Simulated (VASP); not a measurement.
A run of VASP 6.6.1:

INCAR

```
SYSTEM = Al3Ru2
ALGO = Fast ; EDIFF = 1E-7
ENCUT = 520 ; GGA = PS
ISIF = 2 ; ISMEAR = 0
LASPH = .True. ; LCHARG = .False.
LREAL = .False. ; LWAVE = .False.
NBANDS = 48 ; NELM = 80
PREC = Accurate ; SIGMA = 0.15
```

KPOINTS

```
k-points
0
Gamma
  15 15 4
  0 0 0
```

The input POSCAR:

```
Al3Ru2
1.0
   -3.0733627987      0.0000000000      0.0000000000
    0.0000000000     -3.0733627987      0.0000000000
    0.0000000000      0.0000000000     15.2516646833
Al Ru
6 4
Direct
    0.5000000000      0.5000000000      0.3273320154
    1.0000000000      1.0000000000      0.7945487087
    0.5000000000      0.5000000000      0.1462918835
    1.0000000000      1.0000000000      0.6135085768
    0.5000000000      0.5000000000      0.5083721473
    1.0000000000      1.0000000000      0.0411554539
    0.0000000000      0.0000000000      0.4260627642
    0.5000000000      0.5000000000      0.8932794575
    0.0000000000      0.0000000000      0.2286012666
    0.5000000000      0.5000000000      0.6958179599
```

Potentials or basis: VASP PAW PBE potentials, release 64 (Al, Ru_pv).

Command:

```bash
$ cat potpaw_PBE.64/Al/POTCAR potpaw_PBE.64/Ru_pv/POTCAR > POTCAR
$ mpirun -np 1 vasp_std > vasp.out
```

Hardware: 1 thread of Intel(R) Xeon(R) 6975P-C (Granite Rapids), on a shared host.

**Question.** Estimate the wall time of this run.

**Answer.** Run time: 6.6 min on 1 thread of Intel(R) Xeon(R) 6975P-C (Granite Rapids), with other jobs on the host, peak memory 0.62 GiB. Counts: scf iterations 22, k points 108.
